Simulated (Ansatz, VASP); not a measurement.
# ScAl3 in VASP and in Ansatz

```
Sc Al
1.0
     4.08781    0.00000    0.00000
     0.00000    4.08781    0.00000
     0.00000    0.00000    4.08781
Sc Al
1 3
Direct
  0.00000 0.00000 0.00000
  0.50000 0.50000 0.00000
  0.00000 0.50000 0.50000
  0.50000 0.00000 0.50000
```

Alike in both runs: functional PBEsol-based screened hybrid with a share of 0.25 of exact exchange and HFSCREEN = 0.207; k mesh 4 × 4 × 4; occupations fermi-dirac, width 0.05 eV; no spin polarisation.

|  | VASP | Ansatz |
| --- | --- | --- |
| version | VASP 6.6.1 | Ansatz 0.2.0 |
| potentials or method | VASP PAW PBE potentials, release 64 (Sc_sv, Al) | Ansatz PAW |
| plane-wave cutoff (eV) | 520 | 420 |
| valence electrons in the cell | 20 | 20 |
| task | single point | band structure |

|  | VASP | Ansatz | Ansatz less VASP |
| --- | --- | --- | --- |
| gap on the k mesh at the Fermi level (eV) | none | none | - |
| pressure (GPa) | -1.3 | -1.4 | -0.10 |

VASP's potentials were made for PBE, not for PBEsol-based screened hybrid. A gap of «none» marks a metal or a gap that the smearing closes.

The k mesh is coarse, so the values compare programs but aren't converged.
